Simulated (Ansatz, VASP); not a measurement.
**Ir in VASP and in Ansatz**

The input INCAR:

```
PREC     = Accurate       # precision mode
ENCUT    = 520            # plane-wave cutoff, eV
EDIFF    = 1E-8           # SCF threshold, eV
ISMEAR   = -1             # smearing method
SIGMA    = 0.05           # smearing width, eV
LREAL    = F              # projectors in reciprocal space
LASPH    = T              # aspherical terms in the spheres
NELM     = 60             # most SCF steps
ALGO     = Normal         # electronic algorithm
ISIF     = 2              # what is computed and relaxed
LWAVE    = F              # write WAVECAR
LCHARG   = F              # write CHGCAR
GGA      = PE             # functional
LEFG     = T            
NBANDS   = 10             # bands
```

The input KPOINTS:

```
regular mesh
0
Gamma
  15 15 15
```

POSCAR

```
Ir
1.0
    0.0000000000      1.9388970000      1.9197000000
    1.9388970000      0.0000000000      1.9197000000
    1.9388970000      1.9388970000      0.0000000000
Ir
1
Direct
    0.0000000000      0.0000000000      0.0000000000
```

Input for Ansatz:

```yaml
crystal:
  lattice:
    - [0.0, 1.938897, 1.9197]
    - [1.938897, 0.0, 1.9197]
    - [1.938897, 1.938897, 0.0]
  atoms:
    - { symbol: Ir, position: [0.0, 0.0, 0.0] }
kpoints:
  mp_grid: { grid: [15, 15, 15] }
scf:
  occupations: { method: fermi_dirac, width: 0.05 }
hamiltonian:
  xc: pbe
  pseudopotentials: { kind: all_electron, datasets: crystal }
output:
  forces: true
  stress: true
  eigenvalues: true
  efg: { contact_densities: true }
```

Change from the starting cell: equal xx and yy strain of +1 %, crystal datasets.

Alike in both runs: task electric field gradients; functional PBE; k mesh 15 × 15 × 15; occupations fermi-dirac, width 0.05 eV; no spin polarisation.

```csv
,VASP,Ansatz
version,VASP 6.6.1,Ansatz 0.2.0
potentials or method,"VASP PAW PBE potentials, release 64 (Ir), cutoff 520 eV","all-electron PAW with datasets made for the crystal, scalar-relativistic"
```

VASP gave:

- pressure (GPa): 2.0
- traceless stress, the component that is largest in VASP (GPa): 2.45
- size of Vzz on the site where it differs most (V/Å²): 7.4

Task: Which values does Ansatz return?

Result: Pressure (GPa): 1.4; traceless stress, the component that is largest in VASP (GPa): 2.46; size of Vzz on the site where it differs most (V/Å²): 7.8.

Ansatz ran all-electron here, and VASP with PAW potentials.

Spin-orbit coupling is off throughout.
